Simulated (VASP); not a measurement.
# LiF (Griceite) (Fm-3m) in VASP: settings compared

Aim: see how the results for LiF (Griceite) move with the level of theory and the settings. Levels: r2SCAN, PBE. Tasks: single point.

All numbers are computed with VASP 6.6.1; they aren't measurements. Logs are shortened: lines on timing, memory, paths and dates and some standing lists are left out, and cuts for length are marked.

## 1. The cell of the first run

It takes space group Fm-3m (No. 225, cubic). Conventional cell: a = 4.055 Å, b = 4.055 Å, c = 4.055 Å, α = 90.00°, β = 90.00°, γ = 90.00°. Within 2.7 Å of F (site symmetry m-3m) lie 6 Li at 2.03 Å. Li (site symmetry m-3m) has 6 F at 2.03 Å within 2.7 Å.

## 2. Single point, r2SCAN

Contents of POSCAR:

```
LiF
1.0
    0.0000000000      2.0273381371      2.0273381371
    2.0273381371      0.0000000000      2.0273381371
    2.0273381371      2.0273381371      0.0000000000
F Li
1 1
Direct
    0.5000000000      0.5000000000      0.5000000000
    0.0000000000      0.0000000000      0.0000000000
```

Contents of INCAR.step1:

```
PREC = Accurate ; ENCUT = 520
ISMEAR = -1 ; SIGMA = 0.05
LREAL = False ; LASPH = True
NELM = 60 ; NBANDS = 12
GGA = PE ; ALGO = Normal
EDIFF = 1E-4 ; LWAVE = True
LCHARG = False
```

Contents of INCAR.step2:

```
PREC = Accurate ; ENCUT = 520
EDIFF = 1E-6 ; ISMEAR = -1
SIGMA = 0.05 ; LREAL = False
LASPH = True ; NELM = 60
ALGO = Normal ; ISIF = 2
LWAVE = False ; LCHARG = False
METAGGA = R2SCAN ; LMIXTAU = True
NBANDS = 12 ; ISTART = 1
```

Contents of KPOINTS:

```
regular mesh
0
Gamma
  11 11 11
```

Potentials or basis: VASP PAW PBE potentials, release 64 (F, Li_sv).

Launch:

```
cat potpaw_PBE.64/F/POTCAR potpaw_PBE.64/Li_sv/POTCAR > POTCAR
cp INCAR.step1 INCAR
mpirun -np 1 vasp_std > vasp.out
cp INCAR.step2 INCAR
mpirun -np 1 vasp_std > vasp.out
```

OUTCAR:

```text
PREC = Accurate
   ENCUT = 520
   EDIFF = 1E-6
   ISMEAR = -1
   LREAL = False
   LASPH = True
   NELM = 60
   ISIF = 2
   METAGGA = R2SCAN
   ISTART = 1

 ion  position               nearest neighbor table
   1  0.500  0.500  0.500-   2 2.03   2 2.03   2 2.03   2 2.03   2 2.03   2 2.03
   2  0.000  0.000  0.000-   1 2.03   1 2.03   1 2.03   1 2.03   1 2.03   1 2.03

  LATTYP: Found a face centered cubic cell.
 ALAT       =     4.0546762742

  Lattice vectors:

 A1 = (   0.0000000000,   2.0273381371,   2.0273381371)
 A2 = (   2.0273381371,   0.0000000000,   2.0273381371)
 A3 = (   2.0273381371,   2.0273381371,   0.0000000000)

Analysis of symmetry for initial positions (statically):
=====================================================================
 Subroutine PRICEL returns:
 Original cell was already a primitive cell.

 Routine SETGRP: Setting up the symmetry group for a
 face centered cubic supercell.

 Subroutine GETGRP returns: Found 48 space group operations
 (whereof 48 operations were pure point group operations)
 out of a pool of 48 trial point group operations.

The static configuration has the point symmetry O_h .

Analysis of symmetry for dynamics (positions and initial velocities):
=====================================================================
 Subroutine PRICEL returns:
 Original cell was already a primitive cell.

 Routine SETGRP: Setting up the symmetry group for a
 face centered cubic supercell.

 Subroutine GETGRP returns: Found 48 space group operations
 (whereof 48 operations were pure point group operations)
 out of a pool of 48 trial point group operations.

The dynamic configuration has the point symmetry O_h .

 Subroutine INISYM returns: Found 48 space group operations
 (whereof 48 operations are pure point group operations),
 and found     1 'primitive' translations

----------------------------------------------------------------------------------------

                                     Primitive cell

  volume of cell :      16.6651

  direct lattice vectors                    reciprocal lattice vectors
     0.000000000  2.027338137  2.027338137    -0.246628814  0.246628814  0.246628814
     2.027338137  0.000000000  2.027338137     0.246628814 -0.246628814  0.246628814
     2.027338137  2.027338137  0.000000000     0.246628814  0.246628814 -0.246628814

  length of vectors
     2.867089089  2.867089089  2.867089089     0.427173636  0.427173636  0.427173636

  position of ions in fractional coordinates (direct lattice)
     0.500000000  0.500000000  0.500000000
     0.000000000  0.000000000  0.000000000

  ion indices of the primitive-cell ions
   primitive index   ion index
                 1           1
                 2           2

----------------------------------------------------------------------------------------

 KPOINTS: regular mesh

Automatic generation of k-mesh.
 Grid dimensions read from file:
 generate k-points for:   11   11   11

 Generating k-lattice:

  Cartesian coordinates                     Fractional coordinates (reciprocal lattice)
    -0.022420801  0.022420801  0.022420801     0.090909091  0.000000000  0.000000000
     0.022420801 -0.022420801  0.022420801     0.000000000  0.090909091  0.000000000
     0.022420801  0.022420801 -0.022420801     0.000000000  0.000000000  0.090909091

  Length of vectors
     0.038833967  0.038833967  0.038833967

  Shift w.r.t. Gamma in fractional coordinates (k-lattice)
     0.000000000  0.000000000  0.000000000

 Subroutine IBZKPT returns following result:
 ===========================================

 Found     56 irreducible k-points:

 Following reciprocal coordinates:
            Coordinates               Weight
  0.000000  0.000000  0.000000      1.000000
  0.090909  0.000000  0.000000      8.000000
  0.181818  0.000000  0.000000      8.000000
  0.272727  0.000000  0.000000      8.000000
  0.363636  0.000000  0.000000      8.000000
  0.454545  0.000000  0.000000      8.000000
[... 16 lines left out ...]
 -0.272727  0.181818  0.000000     24.000000
 -0.181818  0.181818  0.000000     12.000000
 [... further k-points ...]
   k-points           NKPTS =     56   k-points in BZ     NKDIM =     56   number of bands    NBANDS=     12
   number of dos      NEDOS =    301   number of ions     NIONS =      2
   total plane-waves  NPLWV =  13824
   dimension x,y,z NGX =    24 NGY =   24 NGZ =   24
   dimension x,y,z NGXF=    48 NGYF=   48 NGZF=   48
   ions per type =               1   1
   NGX,Y,Z   is equivalent  to a cutoff of  13.92, 13.92, 13.92 a.u.
   NGXF,Y,Z  is equivalent  to a cutoff of  27.83, 27.83, 27.83 a.u.
 SYSTEM =  unknown system
   PREC   = accura    normal or accurate (medium, high low for compatibility)
   ISTART =      1    job   : 0-new  1-cont  2-samecut
   ICHARG =      0    charge: 1-file 2-atom 10-const
   ISPIN  =      1    spin polarized calculation?
   LNONCOLLINEAR =      F non collinear calculations
   LSORBIT =      F    spin-orbit coupling
   LASPH  =      T    aspherical Exc in radial PAW
   ENCUT  =  520.0 eV  38.22 Ry    6.18 a.u.   5.33  5.33  5.33*2*pi/ulx,y,z
   NELM   =     60;   NELMIN=  2; NELMDL=  0     # of ELM steps
   EDIFF  = 0.1E-05   stopping-criterion for ELM
   LREAL  =      F    real-space projection
   EDIFFG = 0.1E-04   stopping-criterion for IOM
   NSW    =      0    number of steps for IOM
   IBRION =     -1    ionic relax: 0-MD 1-quasi-New 2-CG
   NFREE  =      0    steps in history (QN), initial steepest desc. (CG)
   ISIF   =      2    stress and relaxation
   ISYM   =      2    0-nonsym 1-usesym 2-fastsym
   POTIM  = 0.5000    time-step for ionic-motion
   TEBEG  =    0.0;   TEEND  =   0.0 temperature during run
   PSTRESS=    0.0 pullay stress
   NELECT =      10.0000    total number of electrons
   NUPDOWN=      -1.0000    fix difference up-down
   EMIN   =  10.00;   EMAX   =-10.00  energy-range for DOS
   EFERMI =   0.00;   METHOD = LEGACY
   ISMEAR =    -1;   SIGMA  =   0.05  broadening in eV -4-tet -1-fermi 0-gaus
   EFERMI_NEDOS =   21; number of points for ismear=-14 and -15
   IALGO  =     38    algorithm
   IMIX   =      4    mixing-type and parameters
     AMIX     =   0.40;   BMIX     =  1.00
     AMIX_MAG =   1.60;   BMIX_MAG =  1.00
  volume/ion in A,a.u.               =       8.33        56.23
  Fermi-wavevector in a.u.,A,eV,Ry     =   1.380825  2.609381 25.941925  1.906678
  Thomas-Fermi vector in A             =   2.505666
   LORBIT       =      0    0 simple, 1 ext, 2 COOP (PROOUT), +10 PAW based schemes
   METAGGA = R2SCAN    functional components
   LHFCALC =     F    Hartree Fock is set to
   AEXX    =    0.0000 exact exchange contribution
   IVDW    =     0    specifies the selected vdW correction
   LEPSILON=     F    determine dielectric tensor
   LRPA    =     F    only Hartree local field effects (RPA)
 non-spin polarized calculation
  energy-cutoff  :      520.00
  volume of cell :       16.67
 maximum number of plane-waves:       462
 NGX is ok and might be reduce to    24
   NGX = 11   NGY = 11   NGZ = 11

 number of electron       9.9999991 magnetization

 Free energy of the ion-electron system (eV)
  ---------------------------------------------------
  ext. energy  EPLUGINS =         0.00000000
  ---------------------------------------------------
  free energy    TOTEN  =       -11.89292258 eV

  energy without entropy =      -11.89292258  energy(sigma->0) =      -11.89292258

 E-fermi :  -0.5179     XC(G=0): -10.4414

 val. band max:       -1.7575563444   @ k =   0.0000   0.0000   0.0000
 cond. band min:       8.3117729306   @ k =   0.0000   0.0000   0.0000
 fundamental gap:     10.0693292749
 Fermi energy:        -0.5179285404

 k-point     1 :       0.0000    0.0000    0.0000
  band No.  band energies     occupation
      1     -43.8621      2.00000
      2     -22.8017      2.00000
      3      -1.7576      2.00000
      4      -1.7576      2.00000
      5      -1.7576      2.00000
      6       8.3118      0.00000
      7      23.5221      0.00000
      8      23.5221      0.00000
      9      23.5221      0.00000
     10      24.0246      0.00000
     11      24.0246      0.00000
     12      24.0259      0.00000

 k-point     2 :       0.0909    0.0000    0.0000
  band No.  band energies     occupation
      1     -43.8579      2.00000
      2     -22.7713      2.00000
      3      -1.9861      2.00000
      4      -1.7772      2.00000
      5      -1.7772      2.00000
      6       8.5522      0.00000
      7      20.9623      0.00000
      8      22.5407      0.00000
      9      22.5414      0.00000
     10      24.7452      0.00000
     11      24.7456      0.00000
     12      25.0928      0.00000

 k-point     3 :       0.1818    0.0000    0.0000
  band No.  band energies     occupation
      1     -43.8469      2.00000
      2     -22.6900      2.00000
      3      -2.5583      2.00000
      4      -1.8288      2.00000
      5      -1.8288      2.00000
      6       9.1142      0.00000
      7      18.5539      0.00000
      8      21.1631      0.00000
      9      21.1639      0.00000
     10      25.8222      0.00000
     11      25.8223      0.00000
     12      25.9314      0.00000
[... 286 lines left out ...]
 k-point    23 :      -0.2727    0.1818    0.0000
  band No.  band energies     occupation
      1     -43.8156      2.00000
      2     -22.4269      2.00000
      3      -3.5678      2.00000
      4      -2.7119      2.00000
      5      -1.9415      2.00000
      6      10.8202      0.00000
      7      15.5061      0.00000
      8      19.2284      0.00000
      9      19.2551      0.00000
     10      27.5529      0.00000
     11      28.1614      0.00000
     12      29.2886      0.00000

 k-point    24 :      -0.1818    0.1818    0.0000
  band No.  band energies     occupation
      1     -43.8277      2.00000
      2     -22.5332      2.00000
      3      -3.1568      2.00000
      4      -2.4532      2.00000
      5      -1.8397      2.00000
      6      10.1973      0.00000
      7      16.4047      0.00000
      8      19.6329      0.00000
      9      19.9700      0.00000
     10      25.9831      0.00000
     11      26.9860      0.00000
     12      29.4751      0.00000

 [... further k-points ...]
[... 5 lines left out ...]
  --------------------------------------------------------------------------------------
  -------------------------------------------------------------------------------------
  Total       -0.4299960     -0.4299960     -0.4299960      0.0000000     -0.0000000      0.0000000
  in kB      -41.3396164    -41.3396164    -41.3396164      0.0000000     -0.0000000      0.0000000
  external PRESSURE =     -41.3396164 kB  Pullay stress =       0.0000000 kB

 VOLUME and BASIS-vectors are now :
 -----------------------------------------------------------------------------
  energy-cutoff  :      520.00
  volume of cell :       16.67
      direct lattice vectors                 reciprocal lattice vectors
     0.000000000  2.027338137  2.027338137    -0.246628814  0.246628814  0.246628814
     2.027338137  0.000000000  2.027338137     0.246628814 -0.246628814  0.246628814
     2.027338137  2.027338137  0.000000000     0.246628814  0.246628814 -0.246628814

 POSITION                                       TOTAL-FORCE (eV/Angst)
 -----------------------------------------------------------------------------------
      2.02734      2.02734      2.02734         0.000000      0.000000      0.000000
      0.00000      0.00000      0.00000        -0.000000     -0.000000     -0.000000
 -----------------------------------------------------------------------------------
    total drift:                               -0.000000     -0.000000      0.000000

  FREE ENERGIE OF THE ION-ELECTRON SYSTEM (eV)
  ---------------------------------------------------
  free  energy   TOTEN  =       -11.8929225769 eV

  energy  without entropy=      -11.8929225769  energy(sigma->0) =      -11.89292258
```

Run time: 47 s. Hardware: 1 thread of Intel Xeon Platinum 8175M at 2.50GHz (Skylake/Cascade Lake), shared host; peak memory 0.14 GiB.

Results:

```
Free energy            : -11.8929 eV
Band gap on the k mesh : 10.07 eV, direct
```

Levels at points of the mesh, in eV from the valence-band top:
```csv
k point,band 2,band 3,band 4,band 5,band 6,band 7,band 8,band 9
"(0.00, 0.00, 0.00)",-21.04,0.00,0.00,0.00,10.07,25.28,25.28,25.28
```

Caveat: the cutoff is under 1.25 times the usual one of these potentials, so pressure, stress and relaxed cells hold a basis-set (Pulay) error; the PAW data sets were made with another functional, which shifts forces and pressure a little. A k mesh can miss the band edges.

## 3. Single point, PBE

This run uses another cell than the first one, of 8.17 Å³/atom, 0.980 times its volume.

Contents of INCAR:

```
SYSTEM = LiF
  ALGO = Normal
  EDIFF = 1E-6
  ENCUT = 520
  GGA = PE
  ISIF = 2
  ISMEAR = -1
  LASPH = .TRUE.
  LCHARG = .TRUE.
  LELF = .TRUE.
  LREAL = .FALSE.
  LVHAR = .TRUE.
  LWAVE = .FALSE.
  NBANDS = 12
  NELM = 80
  PREC = Accurate
  SIGMA = 0.05
```

Contents of KPOINTS:

```
k-points
0
G
  8 8 8
  0 0 0
```

Contents of POSCAR:

```
LiF
1.0
    0.0000000000      2.0140000000      2.0140000000
    2.0140000000      0.0000000000      2.0140000000
    2.0140000000      2.0140000000      0.0000000000
F Li
1 1
Direct
    0.5000000000      0.5000000000      0.5000000000
    0.0000000000      0.0000000000      0.0000000000
```

Potentials or basis: VASP PAW PBE potentials, release 64 (F, Li_sv).

Launch:

```
cat potpaw_PBE.64/F/POTCAR potpaw_PBE.64/Li_sv/POTCAR > POTCAR
mpirun -np 1 vasp_std > vasp.out
```

Wall time 4.6 s (1 thread of AMD EPYC 9R45 (Zen 5), shared host); peak memory 0.09 GiB.

It converged, with:

```yaml
Free_energy: -9.6376 eV
Band_gap_on_the_k_mesh: 9.09 eV, direct
```

Levels at points of the mesh, in eV from the valence-band top:
```
           k point  band 2  band 3  band 4  band 5  band 6  band 7  band 8  band 9
(0.00, 0.00, 0.00)  -19.97    0.00    0.00    0.00    9.09   23.97   23.97   23.97
(0.50, 0.00, 0.00)  -19.54   -2.52   -0.23   -0.23   10.77   16.74   18.90   18.90
(0.50, 0.50, 0.00)  -19.27   -3.00   -1.00   -1.00   14.81   16.47   17.45   20.24
```

Caveat: the cutoff is under 1.25 times the usual one of these potentials, so pressure, stress and relaxed cells hold a basis-set (Pulay) error.

(Part 1 of 2 ends here.)
